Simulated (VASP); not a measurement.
# Si2Ni (Fm-3m) in VASP: further runs

Si2Ni is run at these levels: PBE; tasks: single point.

All numbers are computed with VASP 6.6.1; they aren't measurements. Logs are shortened: lines on timing, memory, paths and dates and some standing lists are left out, and cuts for length are marked.

## Step 1: The cell of the first run

The structure is cubic, space group Fm-3m (No. 225). The conventional cell has a = 5.406 Å, b = 5.406 Å, c = 5.406 Å, α = 90.00°, β = 90.00°, γ = 90.00°. Ni (site symmetry m-3m) has 8 Si at 2.34 Å within 3.1 Å. Within 3.1 Å of Si (site symmetry -43m) lie 4 Ni at 2.34 Å and 6 Si at 2.70 Å.

## Step 2: Single point, PBE, collinear spin, ferromagnetic start

Input file INCAR:

```
SYSTEM = Si2Ni
ALGO = Normal
EDIFF = 1E-7
ENCUT = 520
GGA = PE
ISIF = 2
ISMEAR = -1
ISPIN = 2
LASPH = .True.
LCHARG = .False.
LMAXMIX = 4
LORBIT = 11
LREAL = .False.
LWAVE = .False.
MAGMOM = 0.2 0 0
NBANDS = 20
NELM = 150
NUPDOWN = 0.2
PREC = Accurate
SIGMA = 0.05
```

Input file KPOINTS:

```
k-points
0
Gamma
  7 7 7
  0 0 0
```

Input file POSCAR:

```
Si2Ni
1.0
    0.0000000000      2.7030000000      2.7030000000
    2.7030000000      0.0000000000      2.7030000000
    2.7030000000      2.7030000000      0.0000000000
Ni Si
1 2
Direct
    0.0000000000      0.0000000000      0.0000000000
    0.7500000000      0.7500000000      0.7500000000
    0.2500000000      0.2500000000      0.2500000000
```

Potentials or basis: VASP PAW PBE potentials, release 64 (Ni, Si).

Started as:

```console
> cat potpaw_PBE.64/Ni/POTCAR potpaw_PBE.64/Si/POTCAR > POTCAR
> mpirun -np 1 vasp_std > vasp.out
```

OUTCAR:

```text
SYSTEM = Si2Ni
   EDIFF = 1E-7
   ENCUT = 520
   GGA = PE
   ISIF = 2
   ISMEAR = -1
   ISPIN = 2
   LASPH = .True.
   LORBIT = 11
   LREAL = .False.
   NELM = 150
   NUPDOWN = 0.2
   PREC = Accurate

 ion  position               nearest neighbor table
   1  0.000  0.000  0.000-   2 2.34   2 2.34   3 2.34   3 2.34   2 2.34   2 2.34   3 2.34   3 2.34

   2  0.750  0.750  0.750-   1 2.34   1 2.34   1 2.34   1 2.34   3 2.70   3 2.70   3 2.70   3 2.70
                             3 2.70   3 2.70
   3  0.250  0.250  0.250-   1 2.34   1 2.34   1 2.34   1 2.34   2 2.70   2 2.70   2 2.70   2 2.70
                             2 2.70   2 2.70

  LATTYP: Found a face centered cubic cell.
 ALAT       =     5.4060000000

  Lattice vectors:

 A1 = (   0.0000000000,   2.7030000000,   2.7030000000)
 A2 = (   2.7030000000,   0.0000000000,   2.7030000000)
 A3 = (   2.7030000000,   2.7030000000,   0.0000000000)

Analysis of symmetry for initial positions (statically):
=====================================================================
 Subroutine PRICEL returns:
 Original cell was already a primitive cell.

 Routine SETGRP: Setting up the symmetry group for a
 face centered cubic supercell.

 Subroutine GETGRP returns: Found 48 space group operations
 (whereof 48 operations were pure point group operations)
 out of a pool of 48 trial point group operations.

The static configuration has the point symmetry O_h .

Analysis of symmetry for dynamics (positions and initial velocities):
=====================================================================
 Subroutine PRICEL returns:
 Original cell was already a primitive cell.

 Routine SETGRP: Setting up the symmetry group for a
 face centered cubic supercell.

 Subroutine GETGRP returns: Found 48 space group operations
 (whereof 48 operations were pure point group operations)
 out of a pool of 48 trial point group operations.

The dynamic configuration has the point symmetry O_h .

Analysis of structural, dynamic, and magnetic symmetry:
=====================================================================
 Subroutine PRICEL returns:
 Original cell was already a primitive cell.

 Routine SETGRP: Setting up the symmetry group for a
 face centered cubic supercell.

 Subroutine GETGRP returns: Found 48 space group operations
 (whereof 48 operations were pure point group operations)
 out of a pool of 48 trial point group operations.

[... 118 lines left out ...]
  volume/ion in A,a.u.               =      13.17        88.85
  Fermi-wavevector in a.u.,A,eV,Ry     =   1.259823  2.380721 21.594550  1.587155
  Thomas-Fermi vector in A             =   2.393364
   LORBIT       =     11    0 simple, 1 ext, 2 COOP (PROOUT), +10 PAW based schemes
   GGA     = PE    functional components
   LHFCALC =     F    Hartree Fock is set to
   AEXX    =    0.0000 exact exchange contribution
   IVDW    =     0    specifies the selected vdW correction
   LEPSILON=     F    determine dielectric tensor
   LRPA    =     F    only Hartree local field effects (RPA)
 spin polarized calculation
  energy-cutoff  :      520.00
  volume of cell :       39.50
 maximum number of plane-waves:      1073
   NGX = 15   NGY = 15   NGZ = 15

 number of electron      17.9999999 magnetization       0.2000000

 Free energy of the ion-electron system (eV)
  ---------------------------------------------------
  ext. energy  EPLUGINS =         0.00000000
  ---------------------------------------------------
  free energy    TOTEN  =       -17.34997054 eV

  energy without entropy =      -17.34108727  energy(sigma->0) =      -17.34552890

 E-fermi :  10.1241     XC(G=0): -11.5884

 val. band max:       10.7074160574   @ k =  -0.4286   0.2857   0.0000
 cond. band min:      10.1822306334   @ k =   0.0000   0.0000   0.0000
 fundamental gap:     -0.5251854240
 Fermi energy:        10.7083849331

 spin component 1

 k-point     1 :       0.0000    0.0000    0.0000
  band No.  band energies     occupation
      1      -3.4212      1.00000
      2       5.1952      1.00000
      3       5.1952      1.00000
      4       5.1952      1.00000
      5       6.8967      1.00000
      6       6.8967      1.00000
[... 436 lines left out ...]
      6       6.5610      1.00000
[... 12 lines left out ...]
     19      23.8451      0.00000
     20      26.9760      0.00000
 Fermi energy:        10.1240861527

 spin component 2

 k-point     1 :       0.0000    0.0000    0.0000
  band No.  band energies     occupation
      1      -3.3805      1.00000
      2       5.2921      1.00000
      3       5.2921      1.00000
      4       5.2921      1.00000
      5       6.9705      1.00000
      6       6.9705      1.00000
[... 449 lines left out ...]
     19      23.9035      0.00000
     20      27.0266      0.00000

------------------------ aborting loop because EDIFF is reached ----------------------------------------

  FORCE on cell =-STRESS in cart. coord.  units (eV):
  Direction    XX          YY          ZZ          XY          YZ          ZX
  --------------------------------------------------------------------------------------
  -------------------------------------------------------------------------------------
  Total        0.7514822      0.7514822      0.7514822     -0.0000000      0.0000000     -0.0000000
  in kB       30.4832397     30.4832397     30.4832397     -0.0000000      0.0000000     -0.0000000
  external PRESSURE =      30.4832397 kB  Pullay stress =       0.0000000 kB

 VOLUME and BASIS-vectors are now :
 -----------------------------------------------------------------------------
  energy-cutoff  :      520.00
  volume of cell :       39.50
      direct lattice vectors                 reciprocal lattice vectors
     0.000000000  2.703000000  2.703000000    -0.184979652  0.184979652  0.184979652
     2.703000000  0.000000000  2.703000000     0.184979652 -0.184979652  0.184979652
     2.703000000  2.703000000  0.000000000     0.184979652  0.184979652 -0.184979652

 POSITION                                       TOTAL-FORCE (eV/Angst)
 -----------------------------------------------------------------------------------
      0.00000      0.00000      0.00000        -0.000000      0.000000      0.000000
      4.05450      4.05450      4.05450         0.000000      0.000000     -0.000000
      1.35150      1.35150      1.35150         0.000000     -0.000000      0.000000
 -----------------------------------------------------------------------------------
    total drift:                               -0.000000     -0.000000      0.000000

  FREE ENERGIE OF THE ION-ELECTRON SYSTEM (eV)
  ---------------------------------------------------
  free  energy   TOTEN  =       -17.3499705424 eV

  energy  without entropy=      -17.3410872665  energy(sigma->0) =      -17.34552890

 total charge

# of ion       s       p       d       tot
------------------------------------------
    1        0.559   0.800   8.448   9.807
    2        0.739   0.846   0.000   1.585
    3        0.739   0.846   0.000   1.585
--------------------------------------------------
tot          2.037   2.492   8.448  12.976

 magnetization (x)

# of ion       s       p       d       tot
------------------------------------------
    1       -0.001   0.001   0.113   0.114
    2        0.019   0.006   0.000   0.025
    3        0.019   0.006   0.000   0.025
--------------------------------------------------
tot          0.037   0.012   0.113   0.163
```

OSZICAR:

```text
N       E                     dE             d eps       ncg     rms          rms(c)
DAV:   1     0.715531808023E+02    0.71553E+02   -0.69913E+03  1632   0.887E+02
DAV:   2    -0.143894483344E+02   -0.85943E+02   -0.76355E+02  1704   0.195E+02
DAV:   3    -0.192757969854E+02   -0.48863E+01   -0.47661E+01  1900   0.486E+01
DAV:   4    -0.193558048724E+02   -0.80008E-01   -0.79823E-01  1872   0.551E+00
DAV:   5    -0.193575154929E+02   -0.17106E-02   -0.17104E-02  1884   0.899E-01    0.164E+01
DAV:   6    -0.240189582284E+02   -0.46614E+01   -0.30077E+01  1800   0.118E+02    0.244E+01
DAV:   7    -0.174837976127E+02    0.65352E+01   -0.91849E+00  1972   0.724E+01    0.350E+00
DAV:   8    -0.173915121573E+02    0.92285E-01   -0.10565E+00  2124   0.151E+01    0.259E+00
DAV:   9    -0.173504686618E+02    0.41043E-01   -0.19143E-01  2016   0.677E+00    0.645E-01
DAV:  10    -0.173499204949E+02    0.54817E-03   -0.62174E-03  2168   0.101E+00    0.347E-01
DAV:  11    -0.173498880963E+02    0.32399E-04   -0.92969E-04  1988   0.468E-01    0.167E-01
DAV:  12    -0.173499546359E+02   -0.66540E-04   -0.19190E-04  1912   0.165E-01    0.355E-02
DAV:  13    -0.173499692595E+02   -0.14624E-04   -0.17752E-05  1832   0.330E-02    0.148E-02
DAV:  14    -0.173499701498E+02   -0.89032E-06   -0.34334E-06  1864   0.261E-02    0.569E-03
DAV:  15    -0.173499705447E+02   -0.39491E-06   -0.16237E-06  1804   0.145E-02    0.272E-03
DAV:  16    -0.173499705424E+02    0.22580E-08   -0.13007E-07  1640   0.361E-03
   1 F= -.17349971E+02 E0= -.17345529E+02  d E =-.888328E-02  mag=     0.2000
```

Run time: 16 s. Hardware: 1 thread of Intel Xeon 6975P-C (Granite Rapids), shared host; peak memory 0.18 GiB.

What came out:

```yaml
Free_energy: -17.3500 eV
Pressure: 3.0 GPa
Net_moment: 0.20 μB per cell
Site_moments: Ni +0.11; Si +0.03 μB
Valence_electrons_inside_the_program's_atomic_spheres: Ni 9.81; Si 1.58
```

Caveat: the total moment is fixed, so each spin has its own Fermi level.

## Step 3: Single point, PBE, collinear spin, ferromagnetic start

Input file INCAR:

```
SYSTEM = Si2Ni
ALGO = Normal ; EDIFF = 1E-7
ENCUT = 520 ; GGA = PE
ISIF = 2 ; ISMEAR = -1
ISPIN = 2 ; LASPH = .True.
LCHARG = .True. ; LELF = .True.
LMAXMIX = 4 ; LORBIT = 11
LREAL = .False. ; LVHAR = .True.
LWAVE = .False. ; MAGMOM = 0.5 0 0
NBANDS = 20 ; NELM = 150
NUPDOWN = 0.5 ; PREC = Accurate
SIGMA = 0.05
```

KPOINTS is that of step 2.

POSCAR is that of step 2.

Potentials or basis: VASP PAW PBE potentials, release 64 (Ni, Si).

Started as:

```console
> cat potpaw_PBE.64/Ni/POTCAR potpaw_PBE.64/Si/POTCAR > POTCAR
> mpirun -np 1 vasp_std > vasp.out
```

Run time: 16 s. Hardware: 1 thread of Intel Xeon 6975P-C (Granite Rapids), shared host; peak memory 0.18 GiB.

Results (log left out):

| Quantity | Value |
| --- | --- |
| Free energy | -17.2314 eV |
| Pressure | 4.4 GPa |
| Net moment | 0.50 μB per cell |
| Site moments | Ni +0.25; Si +0.07 μB |
| Valence electrons inside the program's atomic spheres | Ni 9.80; Si 1.59 |

Caveat: the total moment is fixed, so each spin has its own Fermi level.

## Step 4: Single point, PBE, collinear spin, ferromagnetic start

Input file INCAR:

```
PREC = Accurate ; ENCUT = 520
EDIFF = 1E-6 ; ISMEAR = -1
SIGMA = 0.05 ; LREAL = F
LASPH = T ; NELM = 150
ALGO = Normal ; ISIF = 2
LWAVE = F ; LCHARG = F
ISPIN = 2 ; MAGMOM = 0.8 0 0
LORBIT = 11 ; NUPDOWN = 0.8
LMAXMIX = 4 ; GGA = PE
NBANDS = 20
```

Input file KPOINTS:

```
regular mesh
0
Gamma
  7 7 7
```

POSCAR is that of step 3.

Started as:

```console
> cat potpaw_PBE.64/Ni/POTCAR potpaw_PBE.64/Si/POTCAR > POTCAR
> mpirun -np 1 vasp_std > vasp.out
```

Run time: 14 s. Hardware: 1 thread of Intel Xeon 6975P-C (Granite Rapids), shared host; peak memory 0.17 GiB.

The run converged. Its results:

```
Free energy                                           : -17.0281 eV
Pressure                                              : 5.9 GPa
Net moment                                            : 0.80 μB per cell
Site moments                                          : Ni +0.37; Si +0.10 μB
Valence electrons inside the program's atomic spheres : Ni 9.80; Si 1.59
```

Caveat: the total moment is fixed, so each spin has its own Fermi level.

## Step 5: Single point, PBE, collinear spin, ferromagnetic start

Input file INCAR:

```
SYSTEM = Si2Ni
ALGO = Normal ; EDIFF = 1E-7
ENCUT = 520 ; GGA = PE
ISIF = 2 ; ISMEAR = -1
ISPIN = 2 ; LASPH = .True.
LCHARG = .False. ; LMAXMIX = 4
LORBIT = 11 ; LREAL = .False.
LWAVE = .False. ; MAGMOM = 1 0 0
NBANDS = 20 ; NELM = 150
NUPDOWN = 1.0 ; PREC = Accurate
SIGMA = 0.05
```

Input file KPOINTS:

```
k-points
0
Gamma
  7 7 7
  0 0 0
```

POSCAR is that of step 4.

Started as:

```console
> cat potpaw_PBE.64/Ni/POTCAR potpaw_PBE.64/Si/POTCAR > POTCAR
> mpirun -np 1 vasp_std > vasp.out
```

Run time: 16 s. Hardware: 1 thread of Intel Xeon 6975P-C (Granite Rapids), shared host; peak memory 0.18 GiB.

It converged, with:

- Free energy: -16.8461 eV
- Pressure: 7.1 GPa
- Net moment: 1.00 μB per cell
- Site moments: Ni +0.45; Si +0.13 μB
- Valence electrons inside the program's atomic spheres: Ni 9.79; Si 1.60

Caveat: the total moment is fixed, so each spin has its own Fermi level.

## Step 6: The runs side by side

| fixed moment (μB) | pressure (GPa) | moment (μB) |
| --- | --- | --- |
| 0.2 | 3.0 | 0.20 |
| 0.5 | 4.4 | 0.50 |
| 0.8 | 5.9 | 0.80 |
| 1.0 | 7.1 | 1.00 |

Alike in all rows: task single point; level PBE; potentials or basis VASP PAW PBE potentials, release 64 (Ni, Si); spin collinear, ferromagnetic start; cell as given; k mesh 7 × 7 × 7; cutoff (eV) 520; smearing fermi-dirac 0.05 eV.

Caveats: the total moment is fixed, so each spin has its own Fermi level.

Absolute energies hang on the potentials; compare differences alone.
